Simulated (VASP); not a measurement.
**ZrS: single point with r2SCAN**

The system is ZrS.

```
Zr S
1.0
     0.00000    2.62500    2.62500
     2.62500    0.00000    2.62500
     2.62500    2.62500    0.00000
Zr S
1 1
Cartesian
  0.0000 0.0000 0.0000
  2.6250 2.6250 2.6250
```

```yaml
Program: VASP 6.6.1
Task: single point
Functional: r2SCAN
Potentials_or_basis: VASP PAW PBE potentials, release 64 (Zr_sv, S)
Cutoff: 520 eV
k_mesh: 18 × 18 × 18
Occupations: gaussian, width 0.1 eV
Spin: no spin polarisation
Dipole_correction: no
Further_INCAR_settings: ALGO = Normal; EDIFF = 1e-06; NBANDS = 16
```

```yaml
Pressure: -2.0 GPa
Band_gap_on_the_k_mesh: zero (bands 9 and 10 overlap by 2.91 eV)
```

Levels at points of the mesh, in eV from the Fermi level:
| k point | band 6 | band 7 | band 8 | band 9 | band 10 | band 11 | band 12 | band 13 |
| --- | --- | --- | --- | --- | --- | --- | --- | --- |
| (0.00, 0.00, 0.00) | -3.99 | -3.99 | -3.99 | -1.43 | -1.43 | -1.43 | -0.69 | -0.69 |
| (0.50, 0.00, 0.00) | -8.51 | -6.44 | -6.44 | 1.48 | 1.48 | 1.83 | 2.08 | 5.76 |
| (0.50, 0.50, 0.00) | -6.77 | -4.96 | -4.96 | -3.54 | 0.53 | 2.38 | 2.38 | 3.04 |

It took 3.5 min on 1 thread of Intel(R) Xeon(R) Platinum 8488C (Sapphire Rapids) (shared host), peak memory 0.25 GiB.

Caveat: the PAW data sets were made with another functional, which shifts forces and pressure a little.
